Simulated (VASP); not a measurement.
# Ti2C5 (R-3m) in VASP: further runs

Runs on Ti2C5. Level: PBE. Tasks: single point.

Everything below comes from runs of VASP 6.6.1. Logs are shortened: lines on timing, memory, paths and dates and some standing lists are left out, and cuts for length are marked.

**1. The cell of the first run**

Symmetry: R-3m, No. 166, trigonal system. Conventional cell: a = 4.088 Å, b = 4.088 Å, c = 13.498 Å, α = 90.00°, β = 90.00°, γ = 120.00°. Within 2.7 Å of Ti (site symmetry 3m) lie 10 C at 1.94 to 2.67 Å. C (site symmetry 3m) has 1 C at 1.31 Å within 1.8 Å. Within 1.8 Å of C (site symmetry 3m) lie 1 C at 1.31 Å. Within 2.7 Å of C (site symmetry -3m) lie 8 C at 2.05 to 2.62 Å and 6 Ti at 2.49 Å.

The cell was generated, and may not be a known phase.

**2. Single point, PBE**

File INCAR:

```
PREC = Accurate ; ENCUT = 600
EDIFF = 1E-6 ; ISMEAR = 0
SIGMA = 0.2 ; LREAL = F
LASPH = T ; NELM = 120
ALGO = Normal ; ISIF = 2
LWAVE = F ; LCHARG = T
GGA = PE ; LELF = T
LVHAR = T ; NBANDS = 31
GGA_COMPAT = F
```

File KPOINTS:

```
regular mesh
0
Gamma
  4 4 4
```

File POSCAR:

```
Ti2C5
1.0
    2.0439680521      1.1800855051      4.4993464679
   -2.0439680521      1.1800855051      4.4993464679
    0.0000000000     -2.3601710101      4.4993464679
Ti C
2 5
Direct
    0.8929051573      0.8929051573      0.8929051573
    0.1070948427      0.1070948427      0.1070948427
    0.7491309415      0.7491309415      0.7491309415
    0.2508690585      0.2508690585      0.2508690585
    0.3478743087      0.3478743087      0.3478743087
    0.6521256913      0.6521256913      0.6521256913
    0.5000000000      0.5000000000      0.5000000000
```

Potentials or basis: VASP PAW PBE potentials, release 64 (Ti_sv, C).

On the command line:

```bash
$ cat potpaw_PBE.64/Ti_sv/POTCAR potpaw_PBE.64/C/POTCAR > POTCAR
$ mpirun -np 1 vasp_std > vasp.out
```

OUTCAR:

```text
PREC = Accurate
   ENCUT = 600
   EDIFF = 1E-6
   ISMEAR = 0
   LREAL = F
   LASPH = T
   NELM = 120
   ISIF = 2
   GGA = PE

 ion  position               nearest neighbor table
   1  0.893  0.893  0.893-   3 1.94   4 2.38   4 2.38   4 2.38   7 2.49   7 2.49   7 2.49   2 2.86
                             2 2.86   2 2.86   2 2.89
   2  0.107  0.107  0.107-   4 1.94   3 2.38   3 2.38   3 2.38   7 2.49   7 2.49   7 2.49   1 2.86
                             1 2.86   1 2.86   1 2.89
   3  0.749  0.749  0.749-   6 1.31   1 1.94   2 2.38   2 2.38   2 2.38
   4  0.251  0.251  0.251-   5 1.31   2 1.94   1 2.38   1 2.38   1 2.38
   5  0.348  0.348  0.348-   4 1.31   7 2.05
   6  0.652  0.652  0.652-   3 1.31   7 2.05
   7  0.500  0.500  0.500-   5 2.05   6 2.05   2 2.49   1 2.49   2 2.49   2 2.49   1 2.49   1 2.49

  LATTYP: Found a trigonal (rhomboedric) cell.
 ALAT       =     5.0807997240
 COS(alpha) =     0.6763213530

  Lattice vectors:

 A1 = (   2.0439680521,   1.1800855051,   4.4993464679)
 A2 = (  -2.0439680521,   1.1800855051,   4.4993464679)
 A3 = (   0.0000000000,  -2.3601710101,   4.4993464679)

Analysis of symmetry for initial positions (statically):
=====================================================================
 Subroutine PRICEL returns:
 Original cell was already a primitive cell.

 Routine SETGRP: Setting up the symmetry group for a
 trigonal (rhombohedral) supercell.

 Subroutine GETGRP returns: Found 12 space group operations
 (whereof 12 operations were pure point group operations)
 out of a pool of 12 trial point group operations.

The static configuration has the point symmetry D_3d.

Analysis of symmetry for dynamics (positions and initial velocities):
=====================================================================
 Subroutine PRICEL returns:
 Original cell was already a primitive cell.

 Routine SETGRP: Setting up the symmetry group for a
 trigonal (rhombohedral) supercell.

 Subroutine GETGRP returns: Found 12 space group operations
 (whereof 12 operations were pure point group operations)
 out of a pool of 12 trial point group operations.

The dynamic configuration has the point symmetry D_3d.

 Subroutine INISYM returns: Found 12 space group operations
 (whereof 12 operations are pure point group operations),
 and found     1 'primitive' translations

----------------------------------------------------------------------------------------

                                     Primitive cell

  volume of cell :      65.1161

  direct lattice vectors                    reciprocal lattice vectors
     2.043968052  1.180085505  4.499346468     0.244622219  0.141232704  0.074084833
    -2.043968052  1.180085505  4.499346468    -0.244622219  0.141232704  0.074084833
     0.000000000 -2.360171010  4.499346468     0.000000000 -0.282465408  0.074084833

  length of vectors
     5.080799724  5.080799724  5.080799724     0.292019296  0.292019296  0.292019296

  position of ions in fractional coordinates (direct lattice)
     0.892905157  0.892905157  0.892905157
     0.107094843  0.107094843  0.107094843
     0.749130941  0.749130941  0.749130941
     0.250869059  0.250869059  0.250869059
     0.347874309  0.347874309  0.347874309
     0.652125691  0.652125691  0.652125691
     0.500000000  0.500000000  0.500000000

  ion indices of the primitive-cell ions
   primitive index   ion index
                 1           1
                 2           2
                 3           3
                 4           4
                 5           5
                 6           6
                 7           7

----------------------------------------------------------------------------------------

 KPOINTS: regular mesh

Automatic generation of k-mesh.
 Grid dimensions read from file:
 generate k-points for:    4    4    4

 Generating k-lattice:

  Cartesian coordinates                     Fractional coordinates (reciprocal lattice)
     0.061155555  0.035308176  0.018521208     0.250000000 -0.000000000  0.000000000
    -0.061155555  0.035308176  0.018521208    -0.000000000  0.250000000  0.000000000
     0.000000000 -0.070616352  0.018521208    -0.000000000 -0.000000000  0.250000000

  Length of vectors
     0.073004824  0.073004824  0.073004824

  Shift w.r.t. Gamma in fractional coordinates (k-lattice)
     0.000000000  0.000000000  0.000000000

 Subroutine IBZKPT returns following result:
 ===========================================

 Found     13 irreducible k-points:

 Following reciprocal coordinates:
            Coordinates               Weight
  0.000000  0.000000  0.000000      1.000000
  0.250000 -0.000000  0.000000      6.000000
  0.500000 -0.000000  0.000000      3.000000
  0.250000  0.250000  0.000000      6.000000
  0.500000  0.250000  0.000000     12.000000
 -0.250000  0.250000  0.000000      6.000000
  0.500000  0.500000  0.000000      3.000000
  0.250000  0.250000  0.250000      2.000000
  0.500000  0.250000  0.250000      6.000000
 -0.250000  0.250000  0.250000      6.000000
  0.500000  0.500000  0.250000      6.000000
 -0.250000  0.500000  0.250000      6.000000
  0.500000  0.500000  0.500000      1.000000
   k-points           NKPTS =     13   k-points in BZ     NKDIM =     13   number of bands    NBANDS=     31
   number of dos      NEDOS =    301   number of ions     NIONS =      7
   total plane-waves  NPLWV =  74088
   dimension x,y,z NGX =    42 NGY =   42 NGZ =   42
   dimension x,y,z NGXF=    84 NGYF=   84 NGZF=   84
   ions per type =               2   5
   NGX,Y,Z   is equivalent  to a cutoff of  13.74, 13.74, 13.74 a.u.
   NGXF,Y,Z  is equivalent  to a cutoff of  27.49, 27.49, 27.49 a.u.
 SYSTEM =  unknown system
   PREC   = accura    normal or accurate (medium, high low for compatibility)
   ISTART =      0    job   : 0-new  1-cont  2-samecut
   ICHARG =      2    charge: 1-file 2-atom 10-const
   ISPIN  =      1    spin polarized calculation?
   LNONCOLLINEAR =      F non collinear calculations
   LSORBIT =      F    spin-orbit coupling
   LASPH  =      T    aspherical Exc in radial PAW
   ENCUT  =  600.0 eV  44.10 Ry    6.64 a.u.  10.15 10.15 10.15*2*pi/ulx,y,z
   NELM   =    120;   NELMIN=  2; NELMDL= -5     # of ELM steps
   EDIFF  = 0.1E-05   stopping-criterion for ELM
   LREAL  =      F    real-space projection
[... 7 lines left out ...]
   TEBEG  =    0.0;   TEEND  =   0.0 temperature during run
   PSTRESS=    0.0 pullay stress
   NELECT =      44.0000    total number of electrons
   NUPDOWN=      -1.0000    fix difference up-down
   EMIN   =  10.00;   EMAX   =-10.00  energy-range for DOS
   EFERMI =   0.00;   METHOD = LEGACY
   ISMEAR =     0;   SIGMA  =   0.20  broadening in eV -4-tet -1-fermi 0-gaus
   EFERMI_NEDOS =   21; number of points for ismear=-14 and -15
   IALGO  =     38    algorithm
   IMIX   =      4    mixing-type and parameters
     AMIX     =   0.40;   BMIX     =  1.00
     AMIX_MAG =   1.60;   BMIX_MAG =  1.00
  volume/ion in A,a.u.               =       9.30        62.78
  Fermi-wavevector in a.u.,A,eV,Ry     =   1.436579  2.714741 28.079164  2.063760
  Thomas-Fermi vector in A             =   2.555752
   LORBIT       =      0    0 simple, 1 ext, 2 COOP (PROOUT), +10 PAW based schemes
   GGA     = PE    functional components
   LHFCALC =     F    Hartree Fock is set to
   AEXX    =    0.0000 exact exchange contribution
   IVDW    =     0    specifies the selected vdW correction
   LEPSILON=     F    determine dielectric tensor
   LRPA    =     F    only Hartree local field effects (RPA)
 non-spin polarized calculation
 Gauss-broadening in eV      SIGMA  =   0.20
  energy-cutoff  :      600.00
  volume of cell :       65.12
 maximum number of plane-waves:      2190
 NGX is ok and might be reduce to    42
   NGX = 21   NGY = 21   NGZ = 21

 number of electron      44.0000000 magnetization

 Free energy of the ion-electron system (eV)
  ---------------------------------------------------
  ext. energy  EPLUGINS =         0.00000000
  ---------------------------------------------------
  free energy    TOTEN  =       -53.92881644 eV

  energy without entropy =      -53.90749668  energy(sigma->0) =      -53.91815656

 E-fermi :   8.5747     XC(G=0): -12.3203

 val. band max:        8.4227888795   @ k =  -0.2500   0.5000   0.2500
 cond. band min:       8.5788162919   @ k =   0.0000   0.0000   0.0000
 fundamental gap:      0.1560274124
 Fermi energy:         8.5746887115

 k-point     1 :       0.0000    0.0000    0.0000
  band No.  band energies     occupation
      1     -48.5740      2.00000
      2     -48.4726      2.00000
      3     -25.0486      2.00000
      4     -24.8569      2.00000
      5     -24.8569      2.00000
      6     -24.7121      2.00000
[... 23 lines left out ...]
     30      12.4659      0.00000
     31      12.4659      0.00000

 k-point     2 :       0.2500   -0.0000    0.0000
  band No.  band energies     occupation
      1     -48.5625      2.00000
      2     -48.4831      2.00000
      3     -25.0476      2.00000
      4     -24.9094      2.00000
      5     -24.8741      2.00000
      6     -24.7027      2.00000
[... 23 lines left out ...]
     30      11.6351      0.00000
     31      12.5833      0.00000

 k-point     3 :       0.5000   -0.0000    0.0000
  band No.  band energies     occupation
      1     -48.5466      2.00000
      2     -48.4981      2.00000
      3     -25.0452      2.00000
      4     -24.9556      2.00000
      5     -24.8892      2.00000
      6     -24.6885      2.00000
[... 329 lines left out ...]
     30      11.6053      0.00000
     31      12.6009      0.00000

 k-point    13 :       0.5000    0.5000    0.5000
  band No.  band energies     occupation
      1     -48.5520      2.00000
      2     -48.4949      2.00000
      3     -24.9039      2.00000
      4     -24.8786      2.00000
      5     -24.8786      2.00000
      6     -24.8625      2.00000
[... 23 lines left out ...]
     30      12.2031      0.00000
     31      12.2032      0.00000

------------------------ aborting loop because EDIFF is reached ----------------------------------------

  FORCE on cell =-STRESS in cart. coord.  units (eV):
  Direction    XX          YY          ZZ          XY          YZ          ZX
  --------------------------------------------------------------------------------------
  -------------------------------------------------------------------------------------
  Total       -0.1830288     -0.1830288     -0.0841489      0.0000000     -0.0000000     -0.0000000
  in kB       -4.5034132     -4.5034132     -2.0704787      0.0000000     -0.0000000     -0.0000000
  external PRESSURE =      -3.6924350 kB  Pullay stress =       0.0000000 kB

 VOLUME and BASIS-vectors are now :
 -----------------------------------------------------------------------------
  energy-cutoff  :      600.00
  volume of cell :       65.12
      direct lattice vectors                 reciprocal lattice vectors
     2.043968052  1.180085505  4.499346468     0.244622219  0.141232704  0.074084833
    -2.043968052  1.180085505  4.499346468    -0.244622219  0.141232704  0.074084833
     0.000000000 -2.360171010  4.499346468     0.000000000 -0.282465408  0.074084833

 POSITION                                       TOTAL-FORCE (eV/Angst)
 -----------------------------------------------------------------------------------
      0.00000      0.00000     12.05247         0.000000      0.000000      0.041488
      0.00000      0.00000      1.44557         0.000000     -0.000000     -0.041488
      0.00000      0.00000     10.11180         0.000000      0.000000      0.069058
      0.00000      0.00000      3.38624         0.000000     -0.000000     -0.069058
      0.00000      0.00000      4.69562         0.000000      0.000000      0.083762
      0.00000      0.00000      8.80242         0.000000     -0.000000     -0.083762
      0.00000      0.00000      6.74902        -0.000000      0.000000     -0.000000
 -----------------------------------------------------------------------------------
    total drift:                               -0.000000     -0.000000      0.000000

  FREE ENERGIE OF THE ION-ELECTRON SYSTEM (eV)
  ---------------------------------------------------
  free  energy   TOTEN  =       -53.9288164443 eV

  energy  without entropy=      -53.9074966810  energy(sigma->0) =      -53.91815656
```

Wall time 55 s (1 thread of AMD EPYC 7R13 (Zen 3), shared host); peak memory 0.23 GiB.

Results:

```
Free energy            : -53.9288 eV
Pressure               : -0.4 GPa
Largest force          : 0.084 eV/Å
Band gap on the k mesh : zero (bands 22 and 23 overlap by 2.12 eV)
```

Forces on the atoms (eV/Å):
```
Ti   0.000  0.000  0.041
Ti   0.000  0.000 -0.041
C    0.000  0.000  0.069
C    0.000  0.000 -0.069
C    0.000  0.000  0.084
C    0.000  0.000 -0.084
C    0.000  0.000  0.000
```

Levels at points of the mesh, in eV from the Fermi level:
```csv
k point,band 18,band 19,band 20,band 21,band 22,band 23,band 24,band 25,band 26,band 27
"(0.00, 0.00, 0.00)",-3.83,-2.38,-2.38,-2.00,0.00,0.00,1.59,2.28,2.28,2.37
"(0.50, 0.00, 0.00)",-2.78,-1.97,-1.81,-1.62,0.74,0.75,1.19,1.56,1.72,1.73
"(0.50, 0.50, 0.00)",-2.63,-2.58,-2.58,-1.07,-0.67,0.03,1.03,2.05,2.05,2.49
"(0.50, 0.50, 0.50)",-3.39,-2.32,-1.85,-1.85,-1.37,-1.37,1.47,1.47,2.03,2.10
```

Caveat: the k points lie up to 0.46 Å⁻¹ apart, too coarse for converged energies and pressures of a metal.

**3. Single point, PBE**

This run uses another cell than the first one, of 9.48 Å³/atom.

File INCAR:

```
SYSTEM = Ti2C5
PREC     = Accurate       ! precision mode
ENCUT    = 600            ! plane-wave cutoff, eV
EDIFF    = 1E-6           ! SCF threshold, eV
ISMEAR   = 0              ! smearing method
SIGMA    = 0.2            ! smearing width, eV
LREAL    = .False.        ! projectors in reciprocal space
LASPH    = .True.         ! aspherical terms in the spheres
NELM     = 120            ! most SCF steps
ALGO     = Normal         ! electronic algorithm
ISIF     = 2              ! what is computed and relaxed
LWAVE    = .False.        ! write WAVECAR
LCHARG   = .True.         ! write CHGCAR
GGA      = PE             ! functional
LELF     = .True.         ! ELF
LVHAR    = .True.       
NBANDS   = 31             ! bands
GGA_COMPAT= .False.
```

File KPOINTS:

```
regular mesh
0
Gamma
  4 4 4
  0 0 0
```

File POSCAR:

```
Ti2C5
1.0
    2.4821290393      1.4330578690      3.1085881497
   -2.4821290393      1.4330578690      3.1085881497
    0.0000000000     -2.8661157381      3.1085881497
Ti C
2 5
Direct
    0.0000000000      0.0000000000      0.0000000000
    0.5000000000      0.5000000000      0.5000000000
    0.0000000000      0.0000000000      0.5000000000
    0.5000000000      0.0000000000      0.0000000000
    0.0000000000      0.5000000000      0.0000000000
    0.2214899828      0.2214899828      0.2214899828
    0.7785100172      0.7785100172      0.7785100172
```

Potentials or basis: VASP PAW PBE potentials, release 64 (Ti_sv, C).

On the command line:

```bash
$ cat potpaw_PBE.64/Ti_sv/POTCAR potpaw_PBE.64/C/POTCAR > POTCAR
$ mpirun -np 1 vasp_std > vasp.out
```

Run time: 39 s. Hardware: 1 thread of AMD EPYC 7R13 (Zen 3), shared host; peak memory 0.18 GiB.

The run converged. Its results:

```yaml
Free_energy: -55.2924 eV
Pressure: 0.5 GPa
Largest_force: 0.019 eV/Å
Band_gap_on_the_k_mesh: zero (bands 22 and 23 overlap by 0.92 eV)
```

Forces in eV/Å, atoms in the order of the input:
```
Ti   0.000  0.000  0.000
Ti   0.000  0.000  0.000
C    0.000  0.000  0.000
C    0.000  0.000  0.000
C    0.000  0.000  0.000
C    0.000  0.000 -0.019
C    0.000  0.000  0.019
```

Stress tensor (GPa, compression positive):
```
0.53 0.00 0.00
0.00 0.53 0.00
0.00 0.00 0.31
```

Levels at points of the mesh, in eV from the Fermi level:
```csv
k point,band 18,band 19,band 20,band 21,band 22,band 23,band 24,band 25,band 26,band 27
"(0.00, 0.00, 0.00)",-3.36,-1.63,-1.43,-1.43,0.07,0.07,0.73,0.73,1.36,1.77
"(0.50, 0.00, 0.00)",-3.23,-3.03,-2.81,-1.18,0.02,0.54,0.68,0.74,1.21,1.30
"(0.50, 0.50, 0.00)",-3.92,-2.13,-1.87,-1.61,0.23,0.41,0.59,0.90,1.54,2.08
"(0.50, 0.50, 0.50)",-3.90,-2.08,-2.08,0.38,0.40,0.40,0.88,1.05,1.05,1.72
```

Caveat: the k points lie up to 0.40 Å⁻¹ apart, too coarse for converged energies and pressures of a metal.

The gap in the log of VASP goes by the Fermi energy; the results here count the filled bands.